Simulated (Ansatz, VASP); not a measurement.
## PtS2 in VASP and in Ansatz

```xyz
6
Lattice="3.5414 0.0000 0.0000 -1.7707 3.0670 0.0000 0.0000 0.0000 22.4672" Properties=species:S:1:pos:R:3 pbc="T T T"
S     1.7707    1.0223    4.5000
S     0.0000    2.0447    6.9836
S     1.1805    2.0447   10.7236
S    -0.5902    3.0670   13.2072
Pt    0.0000    0.0000    5.7418
Pt   -0.5902    1.0223   11.9654
```

Alike in both runs: task single point; functional PBE; dispersion D3(BJ); k mesh 9 × 9 × 1; occupations gaussian, width 0.05 eV; no spin polarisation.

```csv
,VASP,Ansatz
version,VASP 6.6.1,Ansatz 0.2.0
potentials or method,"VASP PAW PBE potentials, release 64 (S, Pt), cutoff 520 eV","scalar-relativistic, plane waves, PAW"
valence electrons in the cell,44,60
```

```tsv
	VASP	Ansatz	Ansatz less VASP
gap on the k mesh at the Fermi level (eV)	1.56	1.55	-0.004
least direct gap on the mesh (eV)	1.64	1.64	-0.005
rms of the force components (eV/Å)	0.024	0.025	+0.0018
```

VASP's potentials hold 44 valence electrons a cell and Ansatz's 60, so a difference there can come from the potentials and not from the codes.

Neither program's run includes spin-orbit coupling.
